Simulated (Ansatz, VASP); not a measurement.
# One calculation of WC, two programs

The input INCAR:

```
SYSTEM = WC
ALGO = Normal ; EDIFF = 1E-6
ENCUT = 1300 ; GGA = PS
GGA_COMPAT = .False. ; ISIF = 2
ISMEAR = 0 ; LASPH = .True.
LCHARG = .False. ; LREAL = .False.
LWAVE = .False. ; NBANDS = 16
NELM = 120 ; PREC = Accurate
SIGMA = 0.15
```

Contents of KPOINTS:

```
k-points
0
Gamma
  6 6 6
  0 0 0
```

File POSCAR:

```
WC
1.0
    2.9005014360      0.0000000000      0.0000000000
   -1.4502507180      2.5119079273      0.0000000000
    0.0000000000      0.0000000000      2.8290000000
W C
1 1
Direct
    0.0000000000      0.0000000000      0.0265111347
    0.6666666667      0.3333333333      0.5000000000
```

Input for Ansatz:

```yaml
crystal:
  lattice:
    - [2.900501436, 0.0, 0.0]
    - [-1.450250718, 2.5119079273, 0.0]
    - [0.0, 0.0, 2.829]
  atoms:
    - { symbol: W, position: [0.0, 0.0, 0.0265111347] }
    - { symbol: C, position: [0.6666666667, 0.3333333333, 0.5] }
basis:
  ecutwfc: 420
kpoints:
  mp_grid: { grid: [6, 6, 6] }
hamiltonian:
  xc: pbesol
scf:
  occupations: { method: gaussian, width: 0.15 }
output:
  forces: true
  stress: true
  eigenvalues: true
```

Change from the starting cell: all W atoms moved +0.075 Å, as atom 1 along Cartesian [0 0 1].

Alike in both runs: task single point; functional PBEsol; k mesh 6 × 6 × 6; occupations gaussian, width 0.15 eV; no spin polarisation.

```csv
,VASP,Ansatz
version,VASP 6.6.1,Ansatz 0.2.0
potentials or method,"VASP PAW PBE potentials, release 64 (W_sv, C_h), cutoff 1300 eV","scalar-relativistic, plane waves, PAW"
valence electrons in the cell,18,18
```

```tsv
	VASP	Ansatz	Ansatz less VASP
gap on the k mesh at the Fermi level (eV)	none	none	-
pressure (GPa)	1.7	0.6	-1.18
traceless stress, the component that is largest in VASP (GPa)	-1.23	-1.41	-0.180
rms of the force components (eV/Å)	0.616	0.610	-0.0059
```

VASP's potentials were made for PBE, not for PBEsol. Atom by atom the forces differ by 0.006 eV/Å (rms over components). A gap of «none» marks a metal or a gap that the smearing closes. The functional is the same, so the differences come from potentials, cutoffs and numerics.

The k mesh is coarse, so the values compare programs but aren't converged. Spin-orbit coupling is off throughout.
